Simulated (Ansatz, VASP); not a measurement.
**Two plane-wave programs on Sc**

The input INCAR:

```
SYSTEM = Sc
  PREC = Accurate
  ENCUT = 600
  EDIFF = 1E-6
  ISMEAR = 0
  SIGMA = 0.1
  LREAL = .FALSE.
  LASPH = .TRUE.
  NELM = 80
  ALGO = Fast
  ISIF = 3
  LWAVE = .FALSE.
  LCHARG = .FALSE.
  GGA = PS
  IBRION = 2
  NSW = 100
  EDIFFG = -0.01
```

Contents of KPOINTS:

```
Automatic mesh
0
G
  16 16 16
  0 0 0
```

The input POSCAR:

```
Sc
1.0
    0.0000000000      3.1274854325      3.1274854325
    3.1274854325      0.0000000000      3.1274854325
    3.1274854325      3.1274854325      0.0000000000
Sc
2
Direct
    0.5000000000      0.5000000000      0.5000000000
    0.7500000000      0.7500000000      0.7500000000
```

Input for Ansatz:

```yaml
crystal:
  lattice:
    - [0.0, 3.1274854325, 3.1274854325]
    - [3.1274854325, 0.0, 3.1274854325]
    - [3.1274854325, 3.1274854325, 0.0]
  atoms:
    - { symbol: Sc, position: [0.5, 0.5, 0.5] }
    - { symbol: Sc, position: [0.75, 0.75, 0.75] }
basis:
  ecutwfc: 420
kpoints:
  mp_grid: { grid: [16, 16, 16] }
hamiltonian:
  xc: pbesol
scf:
  occupations: { method: gaussian, width: 0.1 }
output:
  forces: true
  stress: true
  eigenvalues: true
relax:
  adjacent_minimum: "off"
  f_tol: 0.01
  max_steps: 80
  cell: { stress_tol: 0.05 }
```

Alike in both runs: task relaxation of cell and atoms; functional PBEsol; k mesh 16 × 16 × 16; occupations gaussian, width 0.1 eV; no spin polarisation.

|  | VASP | Ansatz |
| --- | --- | --- |
| version | VASP 6.6.1 | Ansatz 0.2.0 |
| potentials or method | VASP PAW PBE potentials, release 64 (Sc_sv), cutoff 600 eV | scalar-relativistic, plane waves, PAW |
| valence electrons in the cell | 22 | 22 |

|  | VASP | Ansatz | Ansatz less VASP |
| --- | --- | --- | --- |
| gap on the k mesh at the Fermi level, each at its own relaxed structure (eV) | none | none | - |
| relaxed volume (Å³/atom) | 30.64 | 30.59 | -0.047 |
| relaxed length of the cell vector where the two differ most in proportion (Å) | 4.425 | 4.423 | -0.0023 |

VASP's potentials were made for PBE, not for PBEsol. A gap of «none» marks a metal or a gap that the smearing closes.
